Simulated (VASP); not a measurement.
# BN (Fmm2) in VASP: a series of runs, part 2 of 2

VASP 6.6.1. The steps go on from the part before.

## Step 3: Single point, PBE (volume changed by +5%)

File INCAR:

```
SYSTEM = BN
ALGO = Normal
EDIFF = 1E-6
ENCUT = 600
GGA = PE
GGA_COMPAT = .False.
ISIF = 2
ISMEAR = 0
LASPH = .True.
LCHARG = .False.
LREAL = .False.
LWAVE = .False.
NBANDS = 11
NELM = 120
PREC = Accurate
SIGMA = 0.01
```

File KPOINTS:

```
k-points
0
Gamma
  6 6 6
  0 0 0
```

File POSCAR:

```
BN
1.0
    0.0000000000      3.5394965708      2.1999490840
    1.2713468149      0.0000000000      2.1999490840
    1.2713468149      3.5394965708      0.0000000000
B N
1 1
Direct
    0.0000762756      0.0000762756      0.9999237244
    0.6666237144      0.6666237144      0.3333762856
```

Potentials or basis: VASP PAW PBE potentials, release 64 (B, N).

The run is started by

```console
$ cat potpaw_PBE.64/B/POTCAR potpaw_PBE.64/N/POTCAR > POTCAR
$ mpirun -np 1 vasp_std > vasp.out
```

OUTCAR:

```text
SYSTEM = BN
   EDIFF = 1E-6
   ENCUT = 600
   GGA = PE
   ISIF = 2
   ISMEAR = 0
   LASPH = .True.
   LREAL = .False.
   NELM = 120
   PREC = Accurate

 ion  position               nearest neighbor table
   1  0.000  0.000  1.000-   2 1.47   2 1.47   2 1.47
   2  0.667  0.667  0.333-   1 1.47   1 1.47   1 1.47

  LATTYP: Found a face centered orthorhombic cell.
 ALAT       =     2.5426936298
 B/A-ratio  =     1.7304083026
 C/A-ratio  =     2.7840527300

  Lattice vectors:

 A1 = (   0.0000000000,   3.5394965708,   2.1999490840)
 A2 = (  -1.2713468149,   3.5394965708,   0.0000000000)
 A3 = (  -1.2713468149,   0.0000000000,   2.1999490840)

Analysis of symmetry for initial positions (statically):
=====================================================================
 Subroutine PRICEL returns:
 Original cell was already a primitive cell.

 Routine SETGRP: Setting up the symmetry group for a
 face centered orthorhombic supercell.

 Subroutine GETGRP returns: Found  4 space group operations
 (whereof  4 operations were pure point group operations)
 out of a pool of  8 trial point group operations.

The static configuration has the point symmetry C_2v.

Analysis of symmetry for dynamics (positions and initial velocities):
=====================================================================
 Subroutine PRICEL returns:
 Original cell was already a primitive cell.

 Routine SETGRP: Setting up the symmetry group for a
 face centered orthorhombic supercell.

 Subroutine GETGRP returns: Found  4 space group operations
 (whereof  4 operations were pure point group operations)
 out of a pool of  8 trial point group operations.

The dynamic configuration has the point symmetry C_2v.

 Subroutine INISYM returns: Found  4 space group operations
 (whereof  4 operations are pure point group operations),
 and found     1 'primitive' translations

----------------------------------------------------------------------------------------

                                     Primitive cell

  volume of cell :      19.7992

  direct lattice vectors                    reciprocal lattice vectors
     0.000000000  3.539496571  2.199949084    -0.393283716  0.141263027  0.227277987
     1.271346815  0.000000000  2.199949084     0.393283716 -0.141263027  0.227277987
     1.271346815  3.539496571  0.000000000     0.393283716  0.141263027 -0.227277987

  length of vectors
     4.167470689  2.540885416  3.760898656     0.475691715  0.475691715  0.475691715

  position of ions in fractional coordinates (direct lattice)
     0.000076276  0.000076276  0.999923724
     0.666623714  0.666623714  0.333376286

  ion indices of the primitive-cell ions
   primitive index   ion index
                 1           1
                 2           2

----------------------------------------------------------------------------------------

 KPOINTS: k-points

Automatic generation of k-mesh.
 Grid dimensions read from file:
 generate k-points for:    6    6    6

 Generating k-lattice:

  Cartesian coordinates                     Fractional coordinates (reciprocal lattice)
    -0.065547286  0.023543838  0.037879665     0.166666667 -0.000000000  0.000000000
     0.065547286 -0.023543838  0.037879665    -0.000000000  0.166666667  0.000000000
     0.065547286  0.023543838 -0.037879665     0.000000000  0.000000000  0.166666667
[... 40 lines left out ...]
   number of dos      NEDOS =    301   number of ions     NIONS =      2
   total plane-waves  NPLWV =  21600
   dimension x,y,z NGX =    36 NGY =   20 NGZ =   30
   dimension x,y,z NGXF=    72 NGYF=   40 NGZF=   60
   ions per type =               1   1
   NGX,Y,Z   is equivalent  to a cutoff of  14.36, 13.09, 13.26 a.u.
   NGXF,Y,Z  is equivalent  to a cutoff of  28.72, 26.17, 26.52 a.u.
 SYSTEM =  BN
   PREC   = accura    normal or accurate (medium, high low for compatibility)
   ISTART =      0    job   : 0-new  1-cont  2-samecut
   ICHARG =      2    charge: 1-file 2-atom 10-const
   ISPIN  =      1    spin polarized calculation?
   LNONCOLLINEAR =      F non collinear calculations
   LSORBIT =      F    spin-orbit coupling
   LASPH  =      T    aspherical Exc in radial PAW
   ENCUT  =  600.0 eV  44.10 Ry    6.64 a.u.   8.32  5.07  7.51*2*pi/ulx,y,z
   NELM   =    120;   NELMIN=  2; NELMDL= -5     # of ELM steps
   EDIFF  = 0.1E-05   stopping-criterion for ELM
   LREAL  =      F    real-space projection
   EDIFFG = 0.1E-04   stopping-criterion for IOM
   NSW    =      0    number of steps for IOM
   IBRION =     -1    ionic relax: 0-MD 1-quasi-New 2-CG
   NFREE  =      0    steps in history (QN), initial steepest desc. (CG)
   ISIF   =      2    stress and relaxation
   ISYM   =      2    0-nonsym 1-usesym 2-fastsym
   POTIM  = 0.5000    time-step for ionic-motion
   TEBEG  =    0.0;   TEEND  =   0.0 temperature during run
   PSTRESS=    0.0 pullay stress
   NELECT =       8.0000    total number of electrons
   NUPDOWN=      -1.0000    fix difference up-down
   EMIN   =  10.00;   EMAX   =-10.00  energy-range for DOS
   EFERMI =   0.00;   METHOD = LEGACY
   ISMEAR =     0;   SIGMA  =   0.01  broadening in eV -4-tet -1-fermi 0-gaus
   EFERMI_NEDOS =   21; number of points for ismear=-14 and -15
   IALGO  =     38    algorithm
   IMIX   =      4    mixing-type and parameters
     AMIX     =   0.40;   BMIX     =  1.00
     AMIX_MAG =   1.60;   BMIX_MAG =  1.00
  volume/ion in A,a.u.               =       9.90        66.81
  Fermi-wavevector in a.u.,A,eV,Ry     =   1.210288  2.287113 19.929778  1.464797
  Thomas-Fermi vector in A             =   2.345839
   LORBIT       =      0    0 simple, 1 ext, 2 COOP (PROOUT), +10 PAW based schemes
   GGA     = PE    functional components
   LHFCALC =     F    Hartree Fock is set to
   AEXX    =    0.0000 exact exchange contribution
   IVDW    =     0    specifies the selected vdW correction
   LEPSILON=     F    determine dielectric tensor
   LRPA    =     F    only Hartree local field effects (RPA)
 non-spin polarized calculation
 Gauss-broadening in eV      SIGMA  =   0.01
  energy-cutoff  :      600.00
  volume of cell :       19.80
 maximum number of plane-waves:       679
 NGX is ok and might be reduce to    36
   NGX = 17   NGY = 11   NGZ = 15

 number of electron       8.0000000 magnetization

 Free energy of the ion-electron system (eV)
  ---------------------------------------------------
  ext. energy  EPLUGINS =         0.00000000
  ---------------------------------------------------
  free energy    TOTEN  =       -17.57894124 eV

  energy without entropy =      -17.57894124  energy(sigma->0) =      -17.57894124

 E-fermi :   1.8128     XC(G=0):  -9.5671

 val. band max:        1.6928847347   @ k =   0.5000  -0.3333   0.1667
 cond. band min:       5.4954662843   @ k =   0.0000   0.5000   0.5000
 fundamental gap:      3.8025815496
 Fermi energy:         1.8127965615

 k-point     1 :       0.0000    0.0000    0.0000
  band No.  band energies     occupation
      1     -15.8893      2.00000
      2      -2.5894      2.00000
      3       0.2271      2.00000
      4       0.2277      2.00000
      5       6.4995      0.00000
      6      12.8191      0.00000
      7      12.8804      0.00000
      8      14.1111      0.00000
      9      15.2777      0.00000
     10      26.5298      0.00000
     11      27.7568      0.00000
[... 309 lines left out ...]
 k-point    24 :       0.5000    0.3333    0.1667
  band No.  band energies     occupation
      1     -13.9590      2.00000
      2      -5.2029      2.00000
      3      -1.9269      2.00000
      4      -0.5625      2.00000
      5       8.7049      0.00000
      6      10.4658      0.00000
      7      12.7980      0.00000
      8      17.7665      0.00000
      9      19.5621      0.00000
     10      21.7621      0.00000
     11      24.5812      0.00000

 [... further k-points ...]

------------------------ aborting loop because EDIFF is reached ----------------------------------------

  FORCE on cell =-STRESS in cart. coord.  units (eV):
  Direction    XX          YY          ZZ          XY          YZ          ZX
  --------------------------------------------------------------------------------------
  -------------------------------------------------------------------------------------
  Total       -1.3865196      0.1507622     -1.3765348      0.0000000      0.0000000      0.0000000
  in kB     -112.1988578     12.1998637   -111.3908779      0.0000000      0.0000000      0.0000000
  external PRESSURE =     -70.4632907 kB  Pullay stress =       0.0000000 kB

 VOLUME and BASIS-vectors are now :
 -----------------------------------------------------------------------------
  energy-cutoff  :      600.00
  volume of cell :       19.80
      direct lattice vectors                 reciprocal lattice vectors
     0.000000000  3.539496571  2.199949084    -0.393283716  0.141263027  0.227277987
     1.271346815  0.000000000  2.199949084     0.393283716 -0.141263027  0.227277987
     1.271346815  3.539496571  0.000000000     0.393283716  0.141263027 -0.227277987

 POSITION                                       TOTAL-FORCE (eV/Angst)
 -----------------------------------------------------------------------------------
      1.27135      3.53950      0.00034         0.000000      0.000000     -0.000279
      1.27135      3.53950      2.93308         0.000000      0.000000      0.000279
 -----------------------------------------------------------------------------------
    total drift:                                0.000006     -0.000001     -0.000010

  FREE ENERGIE OF THE ION-ELECTRON SYSTEM (eV)
  ---------------------------------------------------
  free  energy   TOTEN  =       -17.5789412363 eV

  energy  without entropy=      -17.5789412363  energy(sigma->0) =      -17.57894124
```

OSZICAR:

```text
N       E                     dE             d eps       ncg     rms          rms(c)
DAV:   1     0.181274918513E+02    0.18127E+02   -0.48671E+03  1012   0.755E+02
DAV:   2    -0.182887240268E+02   -0.36416E+02   -0.35240E+02  1210   0.180E+02
DAV:   3    -0.192502116255E+02   -0.96149E+00   -0.96000E+00  1224   0.272E+01
DAV:   4    -0.192535831170E+02   -0.33715E-02   -0.33714E-02  1137   0.174E+00
DAV:   5    -0.192535992731E+02   -0.16156E-04   -0.16156E-04  1241   0.108E-01    0.769E+00
DAV:   6    -0.177479541684E+02    0.15056E+01   -0.52873E+00  1221   0.133E+01    0.346E+00
DAV:   7    -0.176160733279E+02    0.13188E+00   -0.20406E-01  1156   0.344E+00    0.214E+00
DAV:   8    -0.175780932658E+02    0.37980E-01   -0.11686E-01  1189   0.207E+00    0.236E-01
DAV:   9    -0.175784189605E+02   -0.32569E-03   -0.30517E-03  1126   0.448E-01    0.134E-01
DAV:  10    -0.175789116026E+02   -0.49264E-03   -0.61946E-04  1141   0.192E-01    0.251E-02
DAV:  11    -0.175789408350E+02   -0.29232E-04   -0.58011E-05  1198   0.528E-02    0.215E-02
DAV:  12    -0.175789411843E+02   -0.34923E-06   -0.11610E-05  1132   0.240E-02    0.198E-03
DAV:  13    -0.175789412363E+02   -0.52080E-07   -0.45877E-07   836   0.599E-03
   1 F= -.17578941E+02 E0= -.17578941E+02  d E =-.186838E-66
```

stdout:

```text
POSCAR found type information on POSCAR B N
 POSCAR found :  2 types and       2 ions
 scaLAPACK will be used
 LDA part: xc-table for (Slater+PW92), standard interpolation
 POSCAR, INCAR and KPOINTS ok, starting setup
 FFT: planning ... GRIDC
 FFT: planning ... GRID_SOFT
 FFT: planning ... GRID
 WAVECAR not read
 entering main loop
```

Run time: 14 s. Hardware: 1 thread of Intel Xeon Platinum 8259CL at 2.50GHz (Skylake/Cascade Lake), shared host; peak memory 0.15 GiB.

What came out:

| Item | Value |
| --- | --- |
| Free energy | -17.5789 eV |
| Pressure | -7.0 GPa |
| Band gap on the k mesh | 3.80 eV, indirect (least direct gap 4.44 eV) |

Stress tensor (GPa, compression positive):
```
-11.22   0.00   0.00
  0.00   1.22   0.00
  0.00   0.00 -11.14
```

Caveat: the k points lie up to 0.50 Å⁻¹ apart. A k mesh can miss the band edges.

## Step 4: Single point, PBE (volume changed by +10%)

INCAR is that of step 3.

KPOINTS is that of step 3.

File POSCAR:

```
BN
1.0
    0.0000000000      3.5948101390      2.2343288415
    1.2912148180      0.0000000000      2.2343288415
    1.2912148180      3.5948101390      0.0000000000
B N
1 1
Direct
    0.0000762756      0.0000762756      0.9999237244
    0.6666237144      0.6666237144      0.3333762856
```

The run is started by

```console
$ cat potpaw_PBE.64/B/POTCAR potpaw_PBE.64/N/POTCAR > POTCAR
$ mpirun -np 1 vasp_std > vasp.out
```

Wall time 16 s (1 thread of Intel Xeon Platinum 8259CL at 2.50GHz (Skylake/Cascade Lake), shared host); peak memory 0.16 GiB.

Results (log left out):

| Item | Value |
| --- | --- |
| Free energy | -17.5131 eV |
| Pressure | -15.6 GPa |
| Band gap on the k mesh | 3.76 eV, indirect (least direct gap 4.32 eV) |

Stress tensor (GPa, compression positive):
```
-23.89   0.00   0.00
  0.00   0.93   0.00
  0.00   0.00 -23.79
```

Levels at points of the mesh, in eV from the valence-band top:
```csv
k point,band 1,band 2,band 3,band 4,band 5,band 6,band 7,band 8,band 9
"(0.00, 0.00, 0.00)",-17.30,-4.10,-1.51,-1.51,4.73,10.76,10.81,11.88,12.77
"(0.50, 0.00, 0.00)",-14.40,-8.62,-4.07,-0.91,4.46,8.87,12.75,14.94,18.57
"(0.50, 0.50, 0.00)",-14.44,-8.69,-4.07,-0.49,5.45,8.56,11.77,13.19,18.60
"(0.50, 0.00, 0.50)",-17.14,-5.57,-1.53,-1.50,9.05,10.30,10.72,10.80,14.62
"(0.00, 0.50, 0.50)",-14.35,-8.53,-4.10,-1.31,3.76,8.93,13.83,17.15,18.46
```

Caveat: the k points lie up to 0.49 Å⁻¹ apart. A k mesh can miss the band edges.

## Step 5: Overview

| cell | gap on the mesh (eV) | pressure (GPa) |
| --- | --- | --- |
| a = 4.100, b = 2.500, c = 3.700 Å, angles 80.3, 36.9, 62.8°, 2 atoms | 3.84 | 3.6 |
| a = 4.167, b = 2.541, c = 3.761 Å, angles 80.3, 36.9, 62.8°, 2 atoms | 3.80 | -7.0 |
| a = 4.233, b = 2.581, c = 3.820 Å, angles 80.3, 36.9, 62.8°, 2 atoms | 3.76 | -15.6 |

Alike in all rows: task single point; level PBE; potentials or basis VASP PAW PBE potentials, release 64 (B, N); no spin polarisation; k mesh 6 × 6 × 6; cutoff (eV) 600; smearing gaussian 0.01 eV.

Caveats: all runs use coarse meshes.

Absolute energies hang on the potentials; compare differences alone.
